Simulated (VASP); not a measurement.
# AlRu (rocksalt type) (Fm-3m) in VASP: notebook

The runs below take AlRu (rocksalt type) through density of states, with LDA.

Everything below comes from runs of VASP 6.6.1. Logs are shortened: lines on timing, memory, paths and dates and some standing lists are left out, and cuts for length are marked.

**1. The cell of the first run**

It takes space group Fm-3m (No. 225, cubic). The conventional cell has a = 4.006 Å, b = 4.006 Å, c = 4.006 Å, α = 90.00°, β = 90.00°, γ = 90.00°. Ru (site symmetry m-3m) has 6 Al at 2.00 Å within 2.7 Å. Al (site symmetry m-3m) has 6 Ru at 2.00 Å within 2.7 Å.

**2. Density of states, LDA (volume scaled by 0.55)**

POSCAR reads:

```
AlRu
1.0
    0.0000000000      2.0031526235      2.0031526235
    2.0031526235      0.0000000000      2.0031526235
    2.0031526235      2.0031526235      0.0000000000
Ru Al
1 1
Direct
    0.0000000000      0.0000000000      0.0000000000
    0.5000000000      0.5000000000      0.5000000000
```

INCAR.step1 reads:

```
PREC = Accurate ; ENCUT = 520
EDIFF = 1E-7 ; ISMEAR = -1
SIGMA = 0.05 ; LREAL = False
LASPH = True ; NELM = 100
ALGO = Normal ; ISIF = 2
LWAVE = False ; LCHARG = True
LMAXMIX = 4 ; NBANDS = 16
```

KPOINTS.step1 reads:

```
regular mesh
0
Gamma
  14 14 14
```

INCAR.step2 reads:

```
PREC = Accurate ; ENCUT = 520
EDIFF = 1E-7 ; ISMEAR = -5
SIGMA = 0.05 ; LREAL = False
LASPH = True ; NELM = 100
ALGO = Normal ; ISIF = 2
LWAVE = False ; LCHARG = False
LMAXMIX = 4 ; LORBIT = 11
NEDOS = 1001 ; ICHARG = 11
```

KPOINTS.step2 reads:

```
regular mesh
0
Gamma
  21 21 21
```

Potentials or basis: VASP PAW LDA potentials, release 64 (Ru_pv, Al).

The run is started by

```sh
$ cat potpaw_LDA.64/Ru_pv/POTCAR potpaw_LDA.64/Al/POTCAR > POTCAR
$ cp INCAR.step1 INCAR
$ cp KPOINTS.step1 KPOINTS
$ mpirun -np 1 vasp_std > vasp.out
$ cp INCAR.step2 INCAR
$ cp KPOINTS.step2 KPOINTS
$ mpirun -np 1 vasp_std > vasp.out
```

OUTCAR:

```text
PREC = Accurate
   ENCUT = 520
   EDIFF = 1E-7
   ISMEAR = -5
   LREAL = False
   LASPH = True
   NELM = 100
   ISIF = 2
   LORBIT = 11
   ICHARG = 11

 ion  position               nearest neighbor table
   1  0.000  0.000  0.000-   2 2.00   2 2.00   2 2.00   2 2.00   2 2.00   2 2.00
   2  0.500  0.500  0.500-   1 2.00   1 2.00   1 2.00   1 2.00   1 2.00   1 2.00

  LATTYP: Found a face centered cubic cell.
 ALAT       =     4.0063052470

  Lattice vectors:

 A1 = (   0.0000000000,   2.0031526235,   2.0031526235)
 A2 = (   2.0031526235,   0.0000000000,   2.0031526235)
 A3 = (   2.0031526235,   2.0031526235,   0.0000000000)

Analysis of symmetry for initial positions (statically):
=====================================================================
 Subroutine PRICEL returns:
 Original cell was already a primitive cell.

 Routine SETGRP: Setting up the symmetry group for a
 face centered cubic supercell.

 Subroutine GETGRP returns: Found 48 space group operations
 (whereof 48 operations were pure point group operations)
 out of a pool of 48 trial point group operations.

The static configuration has the point symmetry O_h .

Analysis of symmetry for dynamics (positions and initial velocities):
=====================================================================
 Subroutine PRICEL returns:
 Original cell was already a primitive cell.

 Routine SETGRP: Setting up the symmetry group for a
 face centered cubic supercell.

 Subroutine GETGRP returns: Found 48 space group operations
 (whereof 48 operations were pure point group operations)
 out of a pool of 48 trial point group operations.

The dynamic configuration has the point symmetry O_h .

 Subroutine INISYM returns: Found 48 space group operations
 (whereof 48 operations are pure point group operations),
 and found     1 'primitive' translations

----------------------------------------------------------------------------------------

                                     Primitive cell

  volume of cell :      16.0758

  direct lattice vectors                    reciprocal lattice vectors
     0.000000000  2.003152624  2.003152624    -0.249606542  0.249606542  0.249606542
     2.003152624  0.000000000  2.003152624     0.249606542 -0.249606542  0.249606542
     2.003152624  2.003152624  0.000000000     0.249606542  0.249606542 -0.249606542

  length of vectors
     2.832885608  2.832885608  2.832885608     0.432331213  0.432331213  0.432331213

  position of ions in fractional coordinates (direct lattice)
     0.000000000  0.000000000  0.000000000
[... 92 lines left out ...]
   NUPDOWN=      -1.0000    fix difference up-down
   EMIN   =  10.00;   EMAX   =-10.00  energy-range for DOS
   EFERMI =   0.00;   METHOD = LEGACY
   ISMEAR =    -5;   SIGMA  =   0.05  broadening in eV -4-tet -1-fermi 0-gaus
   EFERMI_NEDOS =   21; number of points for ismear=-14 and -15
   IALGO  =     38    algorithm
   IMIX   =      4    mixing-type and parameters
     AMIX     =   0.40;   BMIX     =  1.00
     AMIX_MAG =   1.60;   BMIX_MAG =  1.00
  volume/ion in A,a.u.               =       8.04        54.24
  Fermi-wavevector in a.u.,A,eV,Ry     =   1.667889  3.151853 37.849410  2.781853
  Thomas-Fermi vector in A             =   2.753832
   LORBIT       =     11    0 simple, 1 ext, 2 COOP (PROOUT), +10 PAW based schemes
   GGA     = CA    functional components
   LHFCALC =     F    Hartree Fock is set to
   AEXX    =    0.0000 exact exchange contribution
   IVDW    =     0    specifies the selected vdW correction
   LEPSILON=     F    determine dielectric tensor
   LRPA    =     F    only Hartree local field effects (RPA)
 non-spin polarized calculation
 Fermi weights with tetrahedron method with Bloechl corrections
  energy-cutoff  :      520.00
  volume of cell :       16.08
 maximum number of plane-waves:       445
 NGX is ok and might be reduce to    24

 number of electron      16.9999999 magnetization

 Free energy of the ion-electron system (eV)
  ---------------------------------------------------
  ext. energy  EPLUGINS =         0.00000000
  ---------------------------------------------------
  free energy    TOTEN  =        -5.92730051 eV

  energy without entropy =       -5.92730051  energy(sigma->0) =       -5.92730051

 E-fermi :  20.5748     XC(G=0): -15.5309

 val. band max:       20.6012175376   @ k =  -0.4762   0.4762   0.0000
 cond. band min:      20.5477519383   @ k =   0.4762   0.4762   0.0000
 fundamental gap:     -0.0534655993
 Fermi energy:        20.5747629342

 k-point     1 :       0.0000    0.0000    0.0000
  band No.  band energies     occupation
      1     -22.1880      2.00000
      2     -22.1880      2.00000
      3     -22.1880      2.00000
      4       7.3631      2.00000
      5      14.7300      2.00000
      6      14.7300      2.00000
      7      14.7300      2.00000
      8      16.0490      2.00000
      9      16.0490      2.00000
     10      29.3259      0.00000
     11      30.9764      0.00000
     12      30.9764      0.00000
[... 331 lines left out ...]
 k-point    24 :      -0.3810    0.0476    0.0000
  band No.  band energies     occupation
      1     -22.9855      2.00000
      2     -22.3511      2.00000
      3     -22.3338      2.00000
      4      10.4739      2.00000
      5      14.3948      2.00000
      6      14.4908      2.00000
      7      14.8877      2.00000
      8      18.6959      2.00000
      9      19.2790      2.00000
     10      25.9478      0.00000
     11      29.3251      0.00000
     12      30.9880      0.00000

 [... further k-points ...]
[... 5 lines left out ...]
  --------------------------------------------------------------------------------------
  -------------------------------------------------------------------------------------
  Total       34.9427554     34.9427554     34.9427554     -0.0000000      0.0000000     -0.0000000
  in kB     3482.5359952   3482.5359952   3482.5359952     -0.0000000      0.0000000     -0.0000000
  external PRESSURE =    3482.5359952 kB  Pullay stress =       0.0000000 kB

 VOLUME and BASIS-vectors are now :
 -----------------------------------------------------------------------------
  energy-cutoff  :      520.00
  volume of cell :       16.08
      direct lattice vectors                 reciprocal lattice vectors
     0.000000000  2.003152624  2.003152624    -0.249606542  0.249606542  0.249606542
     2.003152624  0.000000000  2.003152624     0.249606542 -0.249606542  0.249606542
     2.003152624  2.003152624  0.000000000     0.249606542  0.249606542 -0.249606542

 POSITION                                       TOTAL-FORCE (eV/Angst)
 -----------------------------------------------------------------------------------
      0.00000      0.00000      0.00000         0.000000      0.000000      0.000000
      2.00315      2.00315      2.00315        -0.000000     -0.000000     -0.000000
 -----------------------------------------------------------------------------------
    total drift:                                0.000000     -0.000000     -0.000000

  FREE ENERGIE OF THE ION-ELECTRON SYSTEM (eV)
  ---------------------------------------------------
  free  energy   TOTEN  =        -5.9273005116 eV

  energy  without entropy=       -5.9273005116  energy(sigma->0) =       -5.92730051

 total charge

# of ion       s       p       d       tot
------------------------------------------
    1        0.456   6.470   7.559  14.486
    2        0.629   0.786   0.000   1.415
--------------------------------------------------
tot          1.085   7.256   7.559  15.901
```

OUTCAR.step1:

```text
PREC = Accurate
   ENCUT = 520
   EDIFF = 1E-7
   ISMEAR = -1
   LREAL = False
[... 677 lines left out ...]
      0.00000      0.00000      0.00000         0.000000      0.000000     -0.000000
      2.00315      2.00315      2.00315         0.000000      0.000000      0.000000
 -----------------------------------------------------------------------------------
    total drift:                                0.000000     -0.000000     -0.000000

  FREE ENERGIE OF THE ION-ELECTRON SYSTEM (eV)
  ---------------------------------------------------
  free  energy   TOTEN  =        -5.9212096264 eV

  energy  without entropy=       -5.9145615292  energy(sigma->0) =       -5.91788558
```

Run time: 21 s. Hardware: 1 thread of Intel Xeon 6975P-C (Granite Rapids), shared host; peak memory 0.17 GiB.

Results:

```
Valence electrons inside the program's atomic spheres : Ru 14.49; Al 1.42
```

Caveat: the cell differs from its parent crystal (volume scaled by 0.55); tetrahedron occupations give inexact forces and stress in metals.

**3. Density of states, LDA**

This run uses another cell than the first one, of 14.61 Å³/atom, 1.818 times its volume.

POSCAR reads:

```
AlRu
1.0
    0.0000000000      2.4448927367      2.4448927367
    2.4448927367      0.0000000000      2.4448927367
    2.4448927367      2.4448927367      0.0000000000
Ru Al
1 1
Direct
    0.0000000000      0.0000000000      0.0000000000
    0.5000000000      0.5000000000      0.5000000000
```

INCAR.step1 reads:

```
SYSTEM = AlRu
ALGO = Normal
EDIFF = 1E-7
ENCUT = 520
ISIF = 2
ISMEAR = -1
LASPH = .TRUE.
LCHARG = .TRUE.
LMAXMIX = 4
LREAL = .FALSE.
LWAVE = .FALSE.
NBANDS = 16
NELM = 100
PREC = Accurate
SIGMA = 0.05
```

KPOINTS.step1 reads:

```
k-points
0
G
  14 14 14
  0 0 0
```

INCAR.step2 reads:

```
SYSTEM = AlRu
ALGO = Normal
EDIFF = 1E-7
ENCUT = 520
ICHARG = 11
ISIF = 2
ISMEAR = -5
LASPH = .TRUE.
LCHARG = .FALSE.
LMAXMIX = 4
LORBIT = 11
LREAL = .FALSE.
LWAVE = .FALSE.
NBANDS = 16
NEDOS = 1001
NELM = 100
PREC = Accurate
SIGMA = 0.05
```

KPOINTS.step2 reads:

```
k-points
0
G
  21 21 21
  0 0 0
```

Potentials or basis: VASP PAW LDA potentials, release 64 (Ru_pv, Al).

The run is started by

```sh
$ cat potpaw_LDA.64/Ru_pv/POTCAR potpaw_LDA.64/Al/POTCAR > POTCAR
$ cp INCAR.step1 INCAR
$ cp KPOINTS.step1 KPOINTS
$ mpirun -np 1 vasp_std > vasp.out
$ cp INCAR.step2 INCAR
$ cp KPOINTS.step2 KPOINTS
$ mpirun -np 1 vasp_std > vasp.out
```

Run time: 52 s. Hardware: 1 thread of Intel Xeon 6975P-C (Granite Rapids), shared host; peak memory 0.24 GiB.

Results (log left out):

```yaml
Valence_electrons_inside_the_program's_atomic_spheres: Ru 12.88; Al 0.88
```

Levels at points of the mesh, in eV from the Fermi level:
| k point | band 6 | band 7 | band 8 | band 9 | band 10 | band 11 | band 12 | band 13 |
| --- | --- | --- | --- | --- | --- | --- | --- | --- |
| (0.00, 0.00, 0.00) | -2.16 | -2.16 | -1.81 | -1.81 | 6.81 | 6.81 | 6.81 | 10.19 |

Caveat: tetrahedron occupations give inexact forces and stress in metals.
